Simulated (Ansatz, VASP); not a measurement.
# Two plane-wave programs on YBPd3

The input INCAR:

```
PREC = Accurate
ENCUT = 520
EDIFF = 1E-6
ISMEAR = -1
SIGMA = 0.15
LREAL = False
LASPH = True
NELM = 60
ALGO = Normal
ISIF = 2
LWAVE = False
LCHARG = False
GGA = CA
NBANDS = 30
```

The input KPOINTS:

```
Automatic mesh
0
Gamma
  6 6 6
```

The input POSCAR:

```
YBPd3
1.0
    4.3536794573      0.0000000000      0.0000000000
    0.0000000000      4.3536794573      0.0000000000
    0.0000000000      0.0000000000      4.3536794573
Y B Pd
1 1 3
Direct
    0.0000000000      0.0000000000      0.0000000000
    0.5000000000      0.5000000000      0.5000000000
    0.0000000000      0.5000000000      0.5000000000
    0.5000000000      0.5000000000      0.0000000000
    0.5000000000      0.0000000000      0.5000000000
```

Input for Ansatz:

```yaml
crystal:
  lattice:
    - [4.353679457265033, 0.0, 0.0]
    - [0.0, 4.353679457265033, 0.0]
    - [0.0, 0.0, 4.353679457265033]
  atoms:
    - { symbol: "Y", position: [0.0, 0.0, 0.0] }
    - { symbol: B, position: [0.5, 0.5, 0.5] }
    - { symbol: Pd, position: [0.0, 0.5, 0.5] }
    - { symbol: Pd, position: [0.5, 0.5, 0.0] }
    - { symbol: Pd, position: [0.5, 0.0, 0.5] }
basis:
  ecutwfc: 500.0
kpoints:
  mp_grid:
    grid: [6, 6, 6]
hamiltonian:
  xc: lda
scf:
  convergence:
    dr2_threshold: 1.0e-10
  occupations:
    method: fermi_dirac
    width: 0.15
output:
  stress: true
```

Alike in both runs: task single point; functional LDA; k mesh 6 × 6 × 6; occupations fermi-dirac, width 0.15 eV; no spin polarisation.

|  | VASP | Ansatz |
| --- | --- | --- |
| version | VASP 6.6.1 | Ansatz 0.2.0 |
| potentials or method | VASP PAW LDA potentials, release 64 (Y_sv, B, Pd), cutoff 520 eV | plane waves, PAW |
| valence electrons in the cell | 44 | 68 |

|  | VASP | Ansatz | Ansatz less VASP |
| --- | --- | --- | --- |
| pressure (GPa) | -12.6 | -12.9 | -0.27 |

LDA's correlation is that of Perdew and Zunger in VASP and of Perdew and Wang (1992) in Ansatz. VASP's potentials hold 44 valence electrons a cell and Ansatz's 68, so a difference there can come from the potentials and not from the codes.
